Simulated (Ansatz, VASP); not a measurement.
## One calculation of SnO2, two programs

Contents of INCAR:

```
ALGO     = Normal         # electronic algorithm
EDIFF    = 1E-7           # SCF threshold, eV
ENCUT    = 520            # plane-wave cutoff, eV
GGA      = PE             # functional
ISIF     = 2              # what is computed and relaxed
ISMEAR   = 0              # smearing method
LASPH    = True           # aspherical terms in the spheres
LCHARG   = True           # write CHGCAR
LELF     = True           # ELF
LREAL    = False          # projectors in reciprocal space
LVHAR    = True         
LWAVE    = False          # write WAVECAR
NBANDS   = 20             # bands
NELM     = 100            # most SCF steps
PREC     = Accurate       # precision mode
SIGMA    = 0.05           # smearing width, eV
```

File KPOINTS:

```
k-points
0
Gamma
  12 12 12
```

File POSCAR:

```
SnO2
1.0
    1.6976000000      0.9801098170      4.9182553763
   -1.6976000000      0.9801098170      4.9182553763
    0.0000000000     -1.9602196339      4.9182553763
Sn O
1 2
Direct
    0.5000000000      0.5000000000      0.5000000000
    0.2348826742      0.2348826742      0.2348826742
    0.7651173258      0.7651173258      0.7651173258
```

Input for Ansatz:

```yaml
crystal:
  lattice:
    - [1.6976, 0.980109817, 4.9182553763]
    - [-1.6976, 0.980109817, 4.9182553763]
    - [0.0, -1.9602196339, 4.9182553763]
  atoms:
    - { symbol: Sn, position: [0.5, 0.5, 0.5] }
    - { symbol: O, position: [0.2348826742, 0.2348826742, 0.2348826742] }
    - { symbol: O, position: [0.7651173258, 0.7651173258, 0.7651173258] }
basis:
  ecutwfc: 520.0
kpoints:
  mp_grid: { grid: [12, 12, 12] }
hamiltonian:
  xc: pbe
  pseudopotentials: { kind: paw, azcp: { folder: soft_1 } }
scf:
  occupations: { method: gaussian, width: 0.05 }
output:
  forces: true
  stress: true
  eigenvalues: true
  write_density: true
  write_potential: true
  elf: true
  volumetric_format: npy
```

Alike in both runs: task single point; functional PBE; k mesh 12 × 12 × 12; occupations gaussian, width 0.05 eV; no spin polarisation.

|  | VASP | Ansatz |
| --- | --- | --- |
| version | VASP 6.6.1 | Ansatz 0.2.0 |
| potentials or method | VASP PAW PBE potentials, release 64 (Sn_d, O), cutoff 520 eV | scalar-relativistic, plane waves, PAW |
| valence electrons in the cell | 26 | 26 |

|  | VASP | Ansatz | Ansatz less VASP |
| --- | --- | --- | --- |
| gap on the k mesh at the Fermi level (eV) | 1.12 | 1.14 | +0.019 |
| least direct gap on the mesh (eV) | 1.21 | 1.22 | +0.016 |
| pressure (GPa) | -12.2 | -12.6 | -0.37 |
| traceless stress, the component that is largest in VASP (GPa) | 7.00 | 7.29 | +0.287 |
| rms of the force components (eV/Å) | 0.320 | 0.339 | +0.0187 |

Atom by atom the forces differ by 0.019 eV/Å (rms over components).
